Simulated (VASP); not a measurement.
# CO2 (I-42d) in VASP: single point with PBEsol

Aim: the single point of CO2 with PBEsol.

All numbers are computed with VASP 6.6.1; they aren't measurements. Logs are shortened: lines on timing, memory, paths and dates and some standing lists are left out, and cuts for length are marked.

### 1 The cell of the first run

The structure is tetragonal, space group I-42d (No. 122). Conventional cell: a = 3.910 Å, b = 3.910 Å, c = 5.935 Å, α = 90.00°, β = 90.00°, γ = 90.00°. C (site symmetry -4) has 4 O at 1.39 Å within 1.9 Å. Within 1.9 Å of O (site symmetry 2) lie 2 C at 1.39 Å.

### 2 Single point, PBEsol

Input file INCAR:

```
SYSTEM = CO2
PREC = Accurate ; ENCUT = 910
EDIFF = 1E-6 ; ISMEAR = 0
SIGMA = 0.01 ; LREAL = .FALSE.
LASPH = .TRUE. ; NELM = 120
ALGO = Normal ; ISIF = 2
LWAVE = .FALSE. ; LCHARG = .TRUE.
GGA = PS ; LELF = .TRUE.
LVHAR = .TRUE. ; NBANDS = 25
GGA_COMPAT = .FALSE.
```

Input file KPOINTS:

```
Automatic mesh
0
G
  6 6 6
  0 0 0
```

Input file POSCAR:

```
CO2
1.0
   -1.9548127153      1.9548127153      2.9673315043
    1.9548127153     -1.9548127153      2.9673315043
    1.9548127153      1.9548127153     -2.9673315043
C O
2 4
Direct
    0.0000000000      0.0000000000      0.0000000000
    0.7500000000      0.2500000000      0.5000000000
    0.3750000000      0.2923507872      0.4173507872
    0.7076492128      0.1250000000      0.0826492128
    0.8750000000      0.9576492128      0.5826492128
    0.0423507872      0.6250000000      0.9173507872
```

Potentials or basis: VASP PAW PBE potentials, release 64 (C_h, O_h).

The run is started by

```sh
cat potpaw_PBE.64/C_h/POTCAR potpaw_PBE.64/O_h/POTCAR > POTCAR
mpirun -np 1 vasp_std > vasp.out
```

OUTCAR:

```text
SYSTEM = CO2
   PREC = Accurate
   ENCUT = 910
   EDIFF = 1E-6
   ISMEAR = 0
   LREAL = .FALSE.
   LASPH = .TRUE.
   NELM = 120
   ISIF = 2
   GGA = PS

 ion  position               nearest neighbor table
   1  0.000  0.000  0.000-   3 1.39   4 1.39   5 1.39   6 1.39
   2  0.750  0.250  0.500-   3 1.39   4 1.39   5 1.39   6 1.39
   3  0.375  0.292  0.417-   1 1.39   2 1.39
   4  0.708  0.125  0.083-   1 1.39   2 1.39
   5  0.875  0.958  0.583-   1 1.39   2 1.39
   6  0.042  0.625  0.917-   1 1.39   2 1.39

  LATTYP: Found a body centered tetragonal cell.
 ALAT       =     3.9096254306
 C/A-ratio  =     1.5179620437

  Lattice vectors:

 A1 = (  -1.9548127153,   1.9548127153,   2.9673315043)
 A2 = (   1.9548127153,  -1.9548127153,   2.9673315043)
 A3 = (   1.9548127153,   1.9548127153,  -2.9673315043)

Analysis of symmetry for initial positions (statically):
=====================================================================
 Subroutine PRICEL returns:
 Original cell was already a primitive cell.

 Routine SETGRP: Setting up the symmetry group for a
 body centered tetragonal supercell.

 Subroutine GETGRP returns: Found  8 space group operations
 (whereof  4 operations were pure point group operations)
 out of a pool of 16 trial point group operations.

The static configuration has the point symmetry S_4 .
 The point group associated with its full space group is D_2d.

Analysis of symmetry for dynamics (positions and initial velocities):
=====================================================================
 Subroutine PRICEL returns:
 Original cell was already a primitive cell.

 Routine SETGRP: Setting up the symmetry group for a
 body centered tetragonal supercell.

 Subroutine GETGRP returns: Found  8 space group operations
 (whereof  4 operations were pure point group operations)
 out of a pool of 16 trial point group operations.

The dynamic configuration has the point symmetry S_4 .
 The point group associated with its full space group is D_2d.

 Subroutine INISYM returns: Found  8 space group operations
 (whereof  4 operations are pure point group operations),
 and found     1 'primitive' translations

----------------------------------------------------------------------------------------

                                     Primitive cell

  volume of cell :      45.3562

  direct lattice vectors                    reciprocal lattice vectors
    -1.954812715  1.954812715  2.967331504     0.000000000  0.255778979  0.168501564
     1.954812715 -1.954812715  2.967331504     0.255778979  0.000000000  0.168501564
     1.954812715  1.954812715 -2.967331504     0.255778979  0.255778979  0.000000000

  length of vectors
     4.055569228  4.055569228  4.055569228     0.306293427  0.306293427  0.361726101

  position of ions in fractional coordinates (direct lattice)
     0.000000000  0.000000000  0.000000000
     0.750000000  0.250000000  0.500000000
     0.375000000  0.292350787  0.417350787
     0.707649213  0.125000000  0.082649213
     0.875000000  0.957649213  0.582649213
     0.042350787  0.625000000  0.917350787

  ion indices of the primitive-cell ions
   primitive index   ion index
                 1           1
                 2           2
                 3           3
                 4           4
                 5           5
                 6           6

----------------------------------------------------------------------------------------

 KPOINTS: Automatic mesh

Automatic generation of k-mesh.
 Grid dimensions read from file:
 generate k-points for:    6    6    6

 Generating k-lattice:

  Cartesian coordinates                     Fractional coordinates (reciprocal lattice)
     0.000000000  0.042629830  0.028083594     0.166666667 -0.000000000  0.000000000
     0.042629830  0.000000000  0.028083594    -0.000000000  0.166666667  0.000000000
     0.042629830  0.042629830  0.000000000     0.000000000  0.000000000  0.166666667

  Length of vectors
     0.051048904  0.051048904  0.060287683

  Shift w.r.t. Gamma in fractional coordinates (k-lattice)
     0.000000000  0.000000000  0.000000000

 Subroutine IBZKPT returns following result:
 ===========================================

 Found     30 irreducible k-points:

 Following reciprocal coordinates:
            Coordinates               Weight
  0.000000  0.000000  0.000000      1.000000
  0.166667  0.000000 -0.000000      8.000000
  0.333333  0.000000 -0.000000      8.000000
  0.500000  0.000000 -0.000000      4.000000
  0.166667  0.166667 -0.000000      8.000000
  0.333333  0.166667 -0.000000     16.000000
[... 16 lines left out ...]
 -0.333333 -0.333333  0.166667      8.000000
 -0.166667 -0.333333  0.166667      8.000000
 [... further k-points ...]
   k-points           NKPTS =     30   k-points in BZ     NKDIM =     30   number of bands    NBANDS=     25
   number of dos      NEDOS =    301   number of ions     NIONS =      6
   total plane-waves  NPLWV =  64000
   dimension x,y,z NGX =    40 NGY =   40 NGZ =   40
   dimension x,y,z NGXF=    80 NGYF=   80 NGZF=   80
   ions per type =               2   4
   NGX,Y,Z   is equivalent  to a cutoff of  16.40, 16.40, 16.40 a.u.
   NGXF,Y,Z  is equivalent  to a cutoff of  32.79, 32.79, 32.79 a.u.
 SYSTEM =  CO2
   PREC   = accura    normal or accurate (medium, high low for compatibility)
   ISTART =      0    job   : 0-new  1-cont  2-samecut
   ICHARG =      2    charge: 1-file 2-atom 10-const
   ISPIN  =      1    spin polarized calculation?
   LNONCOLLINEAR =      F non collinear calculations
   LSORBIT =      F    spin-orbit coupling
   LASPH  =      T    aspherical Exc in radial PAW
   ENCUT  =  910.0 eV  66.88 Ry    8.18 a.u.   9.98  9.98  9.98*2*pi/ulx,y,z
   NELM   =    120;   NELMIN=  2; NELMDL= -5     # of ELM steps
   EDIFF  = 0.1E-05   stopping-criterion for ELM
   LREAL  =      F    real-space projection
   EDIFFG = 0.1E-04   stopping-criterion for IOM
   NSW    =      0    number of steps for IOM
   IBRION =     -1    ionic relax: 0-MD 1-quasi-New 2-CG
   NFREE  =      0    steps in history (QN), initial steepest desc. (CG)
   ISIF   =      2    stress and relaxation
   ISYM   =      2    0-nonsym 1-usesym 2-fastsym
   POTIM  = 0.5000    time-step for ionic-motion
   TEBEG  =    0.0;   TEEND  =   0.0 temperature during run
   PSTRESS=    0.0 pullay stress
   NELECT =      32.0000    total number of electrons
   NUPDOWN=      -1.0000    fix difference up-down
   EMIN   =  10.00;   EMAX   =-10.00  energy-range for DOS
   EFERMI =   0.00;   METHOD = LEGACY
   ISMEAR =     0;   SIGMA  =   0.01  broadening in eV -4-tet -1-fermi 0-gaus
   EFERMI_NEDOS =   21; number of points for ismear=-14 and -15
   IALGO  =     38    algorithm
   IMIX   =      4    mixing-type and parameters
     AMIX     =   0.40;   BMIX     =  1.00
     AMIX_MAG =   1.60;   BMIX_MAG =  1.00
  volume/ion in A,a.u.               =       7.56        51.01
  Fermi-wavevector in a.u.,A,eV,Ry     =   1.457402  2.754090 28.899055  2.124021
  Thomas-Fermi vector in A             =   2.574208
   LORBIT       =      0    0 simple, 1 ext, 2 COOP (PROOUT), +10 PAW based schemes
   GGA     = PS    functional components
   LHFCALC =     F    Hartree Fock is set to
   AEXX    =    0.0000 exact exchange contribution
   IVDW    =     0    specifies the selected vdW correction
   LEPSILON=     F    determine dielectric tensor
   LRPA    =     F    only Hartree local field effects (RPA)
 non-spin polarized calculation
 Gauss-broadening in eV      SIGMA  =   0.01
  energy-cutoff  :      910.00
  volume of cell :       45.36
 maximum number of plane-waves:      2854
   NGX = 19   NGY = 19   NGZ = 19

 number of electron      31.9999999 magnetization

 Free energy of the ion-electron system (eV)
  ---------------------------------------------------
  ext. energy  EPLUGINS =         0.00000000
  ---------------------------------------------------
  free energy    TOTEN  =       -46.38423377 eV

  energy without entropy =      -46.38423377  energy(sigma->0) =      -46.38423377

 E-fermi :   3.4996     XC(G=0): -11.5851

 val. band max:        3.4336749010   @ k =   0.5000   0.0000  -0.0000
 cond. band min:      11.0835311123   @ k =   0.0000   0.0000   0.0000
 fundamental gap:      7.6498562113
 Fermi energy:         3.4995570353

 k-point     1 :       0.0000    0.0000    0.0000
  band No.  band energies     occupation
      1     -20.8073      2.00000
      2     -15.5400      2.00000
      3     -15.5400      2.00000
      4     -14.8328      2.00000
      5     -11.2523      2.00000
      6      -6.4429      2.00000
[... 17 lines left out ...]
     24      18.7074      0.00000
     25      18.7074      0.00000

 k-point     2 :       0.1667    0.0000   -0.0000
  band No.  band energies     occupation
      1     -20.6231      2.00000
      2     -15.9828      2.00000
      3     -15.5879      2.00000
      4     -15.0415      2.00000
      5     -10.7059      2.00000
      6      -6.4164      2.00000
[... 17 lines left out ...]
     24      18.5776      0.00000
     25      18.9175      0.00000

 k-point     3 :       0.3333    0.0000   -0.0000
  band No.  band energies     occupation
      1     -20.1420      2.00000
      2     -17.0141      2.00000
      3     -15.6615      2.00000
      4     -15.2171      2.00000
      5      -9.8574      2.00000
      6      -6.3661      2.00000
[... 552 lines left out ...]
 k-point    23 :      -0.3333   -0.3333    0.1667
  band No.  band energies     occupation
      1     -19.6919      2.00000
      2     -17.5695      2.00000
      3     -15.8037      2.00000
      4     -15.6206      2.00000
      5      -8.7217      2.00000
      6      -6.4305      2.00000
[... 17 lines left out ...]
     24      18.0202      0.00000
     25      18.0915      0.00000

 k-point    24 :      -0.1667   -0.3333    0.1667
  band No.  band energies     occupation
      1     -20.1637      2.00000
      2     -16.8060      2.00000
      3     -15.6921      2.00000
      4     -15.5449      2.00000
      5      -9.4728      2.00000
      6      -6.1227      2.00000
[... 17 lines left out ...]
     24      18.0996      0.00000
     25      18.3479      0.00000

 [... further k-points ...]

------------------------ aborting loop because EDIFF is reached ----------------------------------------

  FORCE on cell =-STRESS in cart. coord.  units (eV):
  Direction    XX          YY          ZZ          XY          YZ          ZX
  --------------------------------------------------------------------------------------
  -------------------------------------------------------------------------------------
  Total        0.3043269      0.3043269      0.1498751      0.0000000      0.0000000      0.0000000
  in kB       10.7501503     10.7501503      5.2942408      0.0000000      0.0000000      0.0000000
  external PRESSURE =       8.9315138 kB  Pullay stress =       0.0000000 kB

 VOLUME and BASIS-vectors are now :
 -----------------------------------------------------------------------------
  energy-cutoff  :      910.00
  volume of cell :       45.36
      direct lattice vectors                 reciprocal lattice vectors
    -1.954812715  1.954812715  2.967331504     0.000000000  0.255778979  0.168501564
     1.954812715 -1.954812715  2.967331504     0.255778979  0.000000000  0.168501564
     1.954812715  1.954812715 -2.967331504     0.255778979  0.255778979  0.000000000

 POSITION                                       TOTAL-FORCE (eV/Angst)
 -----------------------------------------------------------------------------------
      0.00000      0.00000      0.00000         0.000000     -0.000000      0.000000
      0.00000      1.95481      1.48367         0.000000     -0.000000     -0.000000
      0.65428      0.97741      0.74183         0.100452     -0.000000      0.000000
     -0.97741      1.30053      2.22550         0.000000     -0.100452     -0.000000
      1.30053      0.97741      3.70916        -0.100452     -0.000000     -0.000000
      2.93222      0.65428     -0.74183        -0.000000      0.100452      0.000000
 -----------------------------------------------------------------------------------
    total drift:                                0.000001      0.000001      0.000001

  FREE ENERGIE OF THE ION-ELECTRON SYSTEM (eV)
  ---------------------------------------------------
  free  energy   TOTEN  =       -46.3842337743 eV

  energy  without entropy=      -46.3842337743  energy(sigma->0) =      -46.38423377
```

Run time: 64 s. Hardware: 1 thread of AMD EPYC 7R43 (Zen 3), shared host; peak memory 0.21 GiB.

Results:

* Free energy: -46.3842 eV
* Pressure: 0.9 GPa
* Largest force: 0.100 eV/Å
* Band gap on the k mesh: 7.65 eV (least direct gap 8.08 eV)

Forces on the atoms (eV/Å):
```
C    0.000  0.000  0.000
C    0.000  0.000  0.000
O    0.100  0.000  0.000
O    0.000 -0.100  0.000
O   -0.100  0.000  0.000
O    0.000  0.100  0.000
```

Caveat: the cutoff is under 1.25 times the usual one of these potentials, so pressure, stress and relaxed cells hold a basis-set (Pulay) error; the PAW data sets were made with another functional, which shifts forces and pressure a little.
